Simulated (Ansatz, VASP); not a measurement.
## One calculation of AgC2, two programs

```
Ag C
1.0
     4.85918    0.00000    0.00000
    -2.42959    4.20817    0.00000
     0.00000    0.00000    3.39984
Ag C
2 4
Direct
  0.66667 0.33333 0.50000
  0.33333 0.66667 0.50000
  0.18004 0.18004 0.00000
  0.00000 0.81996 0.00000
  0.81996 0.00000 0.00000
  0.00000 0.00000 0.50000
```

Change from the starting cell: species swapped into the Mg2Cd type (P-62m, No. 189).

Alike in both runs: functional PBE; k mesh 4 × 4 × 4; occupations gaussian, width 0.2 eV; no spin polarisation.

Ansatz relaxed the structure, and its values are those at the end. VASP's run is a single point on that final structure, the one shown.

```csv
,VASP,Ansatz
version,VASP 6.6.1,Ansatz 0.2.0
potentials or method,"VASP PAW PBE potentials, release 64 (Ag, C), cutoff 600 eV","scalar-relativistic, plane waves, PAW"
valence electrons in the cell,38,54
```

Ansatz gave:

```
gap on the k mesh at the Fermi level (eV) : none
pressure (GPa)                            : -0.2
rms of the force components (eV/Å)        : 0.013
```

**Question.** Which values does VASP return?

**Answer.** gap on the k mesh at the Fermi level (eV): none; pressure (GPa): -0.2; rms of the force components (eV/Å): 0.031.

A gap of «none» marks a metal or a gap that the smearing closes. VASP's potentials hold 38 valence electrons a cell and Ansatz's 54, so a difference there can come from the potentials and not from the codes.

The k mesh is coarse, so the values compare programs but aren't converged.
